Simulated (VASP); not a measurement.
# TaTc (P4/mmm) in VASP: relaxation of cell and atoms with LDA

Aim: the relaxation of cell and atoms of TaTc with LDA.

Everything below comes from runs of VASP 6.6.1. Logs are shortened: lines on timing, memory, paths and dates and some standing lists are left out, and cuts for length are marked.

## (1) The cell of the first run

The typed cell holds 4 atoms: a = 3.130 Å, b = 4.431 Å, c = 4.431 Å, α = 90.00°, β = 90.00°, γ = 90.00°.

## (2) Relaxation of cell and atoms, LDA

File INCAR:

```
SYSTEM = TaTc
ALGO = Normal ; EDIFF = 1E-6
EDIFFG = -0.01 ; ENCUT = 600
GGA = CA ; IBRION = 2
ISIF = 3 ; ISMEAR = -1
LASPH = .True. ; LCHARG = .False.
LREAL = .False. ; LWAVE = .False.
NELM = 60 ; NSW = 50
PREC = Accurate ; SIGMA = 0.1
```

File KPOINTS:

```
k-points
0
Gamma
  8 6 6
  0 0 0
```

File POSCAR:

```
TaTc
1.0
    3.1304013530      0.0000000000      0.0000000000
    0.0000000000      4.4305867217      0.0000000000
    0.0000000000      0.0000000000      4.4305867217
Tc Ta
2 2
Direct
    0.0000000000      0.0000000000      0.0000000000
    0.0000000000      0.5000000000      0.5000000000
    0.5000000000      0.0000000000      0.5000000000
    0.5000000000      0.5000000000      0.0000000000
```

Potentials or basis: VASP PAW LDA potentials, release 64 (Tc_pv, Ta_pv).

Launch:

```bash
$ cat potpaw_LDA.64/Tc_pv/POTCAR potpaw_LDA.64/Ta_pv/POTCAR > POTCAR
$ mpirun -np 1 vasp_std > vasp.out
```

OUTCAR:

```text
SYSTEM = TaTc
   EDIFF = 1E-6
   EDIFFG = -0.01
   ENCUT = 600
   GGA = CA
   IBRION = 2
   ISIF = 3
   ISMEAR = -1
   LASPH = .True.
   LREAL = .False.
   NELM = 60
   NSW = 50
   PREC = Accurate

 ion  position               nearest neighbor table
   1  0.000  0.000  0.000-   3 2.71   4 2.71   3 2.71   4 2.71   3 2.71   4 2.71   3 2.71   4 2.71
                             2 3.13   2 3.13   2 3.13   2 3.13
   2  0.000  0.500  0.500-   3 2.71   4 2.71   4 2.71   3 2.71   3 2.71   4 2.71   4 2.71   3 2.71
                             1 3.13   1 3.13   1 3.13   1 3.13
   3  0.500  0.000  0.500-   1 2.71   2 2.71   1 2.71   2 2.71   1 2.71   2 2.71   1 2.71   2 2.71
                             4 3.13   4 3.13   4 3.13   4 3.13
   4  0.500  0.500  0.000-   1 2.71   2 2.71   2 2.71   1 2.71   1 2.71   2 2.71   2 2.71   1 2.71
                             3 3.13   3 3.13   3 3.13   3 3.13

  LATTYP: Found a simple tetragonal cell.
 ALAT       =     4.4305867217
 C/A-ratio  =     0.7065432977

  Lattice vectors:

 A1 = (   0.0000000000,   4.4305867217,   0.0000000000)
 A2 = (   0.0000000000,   0.0000000000,   4.4305867217)
 A3 = (   3.1304013530,   0.0000000000,   0.0000000000)

Analysis of symmetry for initial positions (statically):
=====================================================================
 Subroutine PRICEL returns following result:

  LATTYP: Found a simple tetragonal cell.
 ALAT       =     3.1328979155
 C/A-ratio  =     0.9992031140

  Lattice vectors:

 A1 = (   0.0000000000,   2.2152933609,  -2.2152933609)
 A2 = (   0.0000000000,   2.2152933609,   2.2152933608)
 A3 = (   3.1304013530,   0.0000000000,   0.0000000000)

   2 primitive cells build up your supercell.

 Routine SETGRP: Setting up the symmetry group for a
 simple tetragonal supercell.

 Subroutine GETGRP returns: Found 16 space group operations
 (whereof 16 operations were pure point group operations)
 out of a pool of 16 trial point group operations.

The static configuration has the point symmetry D_4h.

Analysis of symmetry for dynamics (positions and initial velocities):
=====================================================================
 Subroutine PRICEL returns following result:

  LATTYP: Found a simple tetragonal cell.
 ALAT       =     3.1328979155
 C/A-ratio  =     0.9992031140

  Lattice vectors:

 A1 = (   0.0000000000,   2.2152933609,  -2.2152933609)
 A2 = (   0.0000000000,   2.2152933609,   2.2152933608)
 A3 = (   3.1304013530,   0.0000000000,   0.0000000000)

   2 primitive cells build up your supercell.

 Routine SETGRP: Setting up the symmetry group for a
 simple tetragonal supercell.

 Subroutine GETGRP returns: Found 16 space group operations
 (whereof 16 operations were pure point group operations)
 out of a pool of 16 trial point group operations.

The dynamic configuration has the point symmetry D_4h.

 Subroutine INISYM returns: Found 16 space group operations
 (whereof 16 operations are pure point group operations),
 and found     2 'primitive' translations

----------------------------------------------------------------------------------------

                                     Primitive cell

  volume of cell :      30.7250

  direct lattice vectors                    reciprocal lattice vectors
     0.000000000  2.215293361 -2.215293361     0.000000000  0.225703741 -0.225703741
     0.000000000  2.215293361  2.215293361     0.000000000  0.225703741  0.225703741
     3.130401353  0.000000000  0.000000000     0.319447856  0.000000000  0.000000000

  length of vectors
     3.132897916  3.132897916  3.130401353     0.319193292  0.319193292  0.319447856

  position of ions in fractional coordinates (direct lattice)
     0.000000000  0.000000000  0.000000000
     0.500000000  0.500000000  0.500000000

  ion indices of the primitive-cell ions
   primitive index   ion index
                 1           1
                 2           3

----------------------------------------------------------------------------------------

 KPOINTS: k-points

Automatic generation of k-mesh.
 Grid dimensions read from file:
 generate k-points for:    8    6    6

 Generating k-lattice:

  Cartesian coordinates                     Fractional coordinates (reciprocal lattice)
     0.039930982  0.000000000  0.000000000     0.125000000  0.000000000  0.000000000
     0.000000000  0.037617290  0.000000000     0.000000000  0.166666667  0.000000000
     0.000000000  0.000000000  0.037617290     0.000000000  0.000000000  0.166666667

  Length of vectors
     0.039930982  0.037617290  0.037617290

  Shift w.r.t. Gamma in fractional coordinates (k-lattice)
     0.000000000  0.000000000  0.000000000

 Subroutine IBZKPT returns following result:
 ===========================================

 Found     50 irreducible k-points:

 Following reciprocal coordinates:
            Coordinates               Weight
  0.000000  0.000000  0.000000      1.000000
  0.125000  0.000000  0.000000      2.000000
  0.250000  0.000000  0.000000      2.000000
  0.375000  0.000000  0.000000      2.000000
  0.500000  0.000000  0.000000      1.000000
  0.000000  0.166667  0.000000      4.000000
[... 16 lines left out ...]
  0.250000  0.166667  0.166667      8.000000
  0.375000  0.166667  0.166667      8.000000
 [... further k-points ...]
   k-points           NKPTS =     50   k-points in BZ     NKDIM =     50   number of bands    NBANDS=     28
   number of dos      NEDOS =    301   number of ions     NIONS =      4
   total plane-waves  NPLWV =  36288
   dimension x,y,z NGX =    28 NGY =   36 NGZ =   36
   dimension x,y,z NGXF=    56 NGYF=   72 NGZF=   72
   ions per type =               2   2
   NGX,Y,Z   is equivalent  to a cutoff of  14.87, 13.51, 13.51 a.u.
   NGXF,Y,Z  is equivalent  to a cutoff of  29.74, 27.02, 27.02 a.u.
 SYSTEM =  TaTc
   PREC   = accura    normal or accurate (medium, high low for compatibility)
   ISTART =      0    job   : 0-new  1-cont  2-samecut
   ICHARG =      2    charge: 1-file 2-atom 10-const
   ISPIN  =      1    spin polarized calculation?
   LNONCOLLINEAR =      F non collinear calculations
   LSORBIT =      F    spin-orbit coupling
   LASPH  =      T    aspherical Exc in radial PAW
   ENCUT  =  600.0 eV  44.10 Ry    6.64 a.u.   6.25  8.85  8.85*2*pi/ulx,y,z
   NELM   =     60;   NELMIN=  2; NELMDL= -5     # of ELM steps
   EDIFF  = 0.1E-05   stopping-criterion for ELM
   LREAL  =      F    real-space projection
   EDIFFG = -.1E-01   stopping-criterion for IOM
   NSW    =     50    number of steps for IOM
   IBRION =      2    ionic relax: 0-MD 1-quasi-New 2-CG
   NFREE  =      1    steps in history (QN), initial steepest desc. (CG)
   ISIF   =      3    stress and relaxation
   ISYM   =      2    0-nonsym 1-usesym 2-fastsym
   POTIM  = 0.5000    time-step for ionic-motion
   TEBEG  =    0.0;   TEEND  =   0.0 temperature during run
   PSTRESS=    0.0 pullay stress
   NELECT =      48.0000    total number of electrons
   NUPDOWN=      -1.0000    fix difference up-down
   EMIN   =  10.00;   EMAX   =-10.00  energy-range for DOS
   EFERMI =   0.00;   METHOD = LEGACY
   ISMEAR =    -1;   SIGMA  =   0.10  broadening in eV -4-tet -1-fermi 0-gaus
   EFERMI_NEDOS =   21; number of points for ismear=-14 and -15
   IALGO  =     38    algorithm
   IMIX   =      4    mixing-type and parameters
     AMIX     =   0.40;   BMIX     =  1.00
     AMIX_MAG =   1.60;   BMIX_MAG =  1.00
  volume/ion in A,a.u.               =      15.36       103.67
  Fermi-wavevector in a.u.,A,eV,Ry     =   1.507698  2.849136 30.928135  2.273154
  Thomas-Fermi vector in A             =   2.618250
   LORBIT       =      0    0 simple, 1 ext, 2 COOP (PROOUT), +10 PAW based schemes
   GGA     = CA    functional components
   LHFCALC =     F    Hartree Fock is set to
   AEXX    =    0.0000 exact exchange contribution
   IVDW    =     0    specifies the selected vdW correction
   LEPSILON=     F    determine dielectric tensor
   LRPA    =     F    only Hartree local field effects (RPA)
 conjugate gradient relaxation of ions
 non-spin polarized calculation
  energy-cutoff  :      600.00
  volume of cell :       61.45
 maximum number of plane-waves:      2084
 NGX is ok and might be reduce to    28
   NGX = 13   NGY = 17   NGZ = 17

--------------------------------------- Ionic step        1  -------------------------------------------

 number of electron      47.9999999 magnetization

 Free energy of the ion-electron system (eV)
  ---------------------------------------------------
  ext. energy  EPLUGINS =         0.00000000
  ---------------------------------------------------
  free energy    TOTEN  =       -50.99744346 eV

  energy without entropy =      -50.95951471  energy(sigma->0) =      -50.97847909

------------------------ aborting loop because EDIFF is reached ----------------------------------------

  FORCE on cell =-STRESS in cart. coord.  units (eV):
  Direction    XX          YY          ZZ          XY          YZ          ZX
  --------------------------------------------------------------------------------------
  -------------------------------------------------------------------------------------
  Total        0.5017770      0.2757500      0.2757500      0.0000000      0.0000000     -0.0000000
  in kB       13.0827424      7.1895817      7.1895817      0.0000000      0.0000000     -0.0000000
  external PRESSURE =       9.1539686 kB  Pullay stress =       0.0000000 kB
[... 137 lines left out ...]
  energy  without entropy=      -50.9602388603  energy(sigma->0) =      -50.97915080

--------------------------------------- Ionic step        5  -------------------------------------------

 number of electron      47.9999999 magnetization

 Free energy of the ion-electron system (eV)
  ---------------------------------------------------
  ext. energy  EPLUGINS =         0.00000000
  ---------------------------------------------------
  free energy    TOTEN  =       -50.99808089 eV

  energy without entropy =      -50.96024244  energy(sigma->0) =      -50.97916166

 E-fermi :   9.6638     XC(G=0): -13.6152

 val. band max:        9.6054131504   @ k =   0.1250   0.5000   0.3333
 cond. band min:       9.6967910807   @ k =   0.0000   0.5000   0.5000
 fundamental gap:      0.0913779303
 Fermi energy:         9.6638348091

 k-point     1 :       0.0000    0.0000    0.0000
  band No.  band energies     occupation
      1     -29.1530      2.00000
      2     -29.1530      2.00000
      3     -28.9337      2.00000
      4     -28.9331      2.00000
      5     -28.9331      2.00000
      6     -28.8555      2.00000
[... 733 lines left out ...]
     27      11.1591      0.00000
     28      11.2839      0.00000

 [... further k-points ...]
[... 5 lines left out ...]
  --------------------------------------------------------------------------------------
  -------------------------------------------------------------------------------------
  Total       -0.0348571      0.0254469      0.0254469      0.0000000      0.0000000     -0.0000000
  in kB       -0.9061445      0.6615171      0.6615171      0.0000000      0.0000000     -0.0000000
  external PRESSURE =       0.1389633 kB  Pullay stress =       0.0000000 kB
[... 19 lines left out ...]
  FREE ENERGIE OF THE ION-ELECTRON SYSTEM (eV)
  ---------------------------------------------------
  free  energy   TOTEN  =       -50.9980808945 eV

  energy  without entropy=      -50.9602424351  energy(sigma->0) =      -50.97916166

 reached required accuracy - stopping structural energy minimisation
```

It took 8 min on 1 thread of Oxide Virtual Turin-like, shared host; peak memory 0.2 GiB.

Results:

```
Free energy                            : -50.9981 eV
Relaxed volume                         : 15.41 Å³/atom
Relaxed cell                           : a = 3.137 Å, b = 4.432 Å, c = 4.432 Å, α = 90.00°, β = 90.00°, γ = 90.00°
Space group after relaxing (to 0.05 Å) : Pm-3m (No. 221)
Energy gained by relaxing              : 0.2 meV/atom
Ionic steps                            : 5
Pressure after relaxing                : 0.0 GPa
Band gap on the k mesh                 : zero (band 24 reaches 11.14 eV, above the bottom of band 25 at 9.04 eV)
```

The path:
| step | energy change (eV) | largest force (eV/Å) | pressure (GPa) | volume (Å³) |
| --- | --- | --- | --- | --- |
| 1 | 0.0000 | 0.0000 | 0.92 | 61.45 |
| 2 | 0.0045 | 0.0000 | -2.74 | 62.23 |
| 3 | -0.0006 | 0.0000 | -0.05 | 61.65 |
| 4 | -0.0006 | 0.0000 | -0.04 | 61.65 |
| 5 | -0.0006 | 0.0000 | 0.01 | 61.63 |

Final structure:
```yaml
crystal:
  lattice:
    - [3.13746, 0.00000, 0.00000]
    - [0.00000, 4.43213, 0.00000]
    - [0.00000, 0.00000, 4.43213]
  atoms:
    - { symbol: Tc, position: [0.00000, 0.00000, 0.00000] }
    - { symbol: Tc, position: [0.00000, 0.50000, 0.50000] }
    - { symbol: Ta, position: [0.50000, 0.00000, 0.50000] }
    - { symbol: Ta, position: [0.50000, 0.50000, 0.00000] }
```

Caveat: spin-orbit coupling is left out, which moves the levels of the heavy elements.
